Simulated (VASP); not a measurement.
Here is a VASP 6.6.1 calculation.

Contents of INCAR:

```
  ALGO = Normal
  EDIFF = 1E-7
  EDIFFG = -0.005
  ENCUT = 600
  GGA = PE
  IBRION = 2
  ISIF = 3
  ISMEAR = -1
  LASPH = True
  LCHARG = False
  LREAL = False
  LWAVE = False
  NELM = 100
  NSW = 80
  PREC = Accurate
  SIGMA = 0.02
```

The input KPOINTS:

```
k-points
0
Gamma
  4 8 4
```

The input POSCAR:

```
GeC2N4
1.0
    7.1828378800      0.0000000000      0.0000000000
    0.0000000000      2.7440925900      0.0000000000
   -3.5914189400      0.0000000000      6.2205200800
Ge C N
2 4 8
Direct
    0.5938637200      0.5000000000      0.8249461500
    0.2310824300      0.5000000000      0.4061362800
    0.8249461500      0.0000000000      0.2310824300
    0.7689175700      0.0000000000      0.5938637200
    0.1750538500      0.5000000000      0.7689175700
    0.4061362800      0.0000000000      0.1750538500
    0.3333333400      0.5000000000      0.6666666700
    0.6666666600      0.0000000000      0.3333333300
    0.7006589100      0.5000000000      0.6698534000
    0.6698534000      0.0000000000      0.9691944900
    0.0308055100      0.0000000000      0.7006589100
    0.9691944900      0.5000000000      0.2993410900
    0.2993410900      0.0000000000      0.3301466000
    0.3301466000      0.5000000000      0.0308055100
```

Potentials or basis: VASP PAW PBE potentials, release 64 (Ge_d, C, N).

The run is started by

```bash
$ cat potpaw_PBE.64/Ge_d/POTCAR potpaw_PBE.64/C/POTCAR potpaw_PBE.64/N/POTCAR > POTCAR
$ mpirun -np 1 vasp_std > vasp.out
```

Question: What does it give for the relaxed volume?

Answer: 8.06 Å³/atom.

Question: What does it give for the space group after relaxing (to 0.1 Å)?

Answer: Pm (No. 6).

Final structure:
```
Ge C N
1.0
     6.89778    0.00000   -0.14847
     0.00000    2.66062    0.00000
    -3.57561    0.00000    6.22789
Ge C N
2 4 8
Direct
  0.62040 0.50000 0.85004
  0.22498 0.50000 0.39021
  0.81061 0.00000 0.25117
  0.77320 0.00000 0.57680
  0.17347 0.50000 0.77608
  0.40812 0.00000 0.16216
  0.31632 0.50000 0.68098
  0.65055 0.00000 0.32229
  0.68876 0.50000 0.62738
  0.74689 0.00000 0.03078
  0.02416 0.00000 0.71792
  0.93982 0.50000 0.34191
  0.27093 0.00000 0.25420
  0.35179 0.50000 0.01808
```
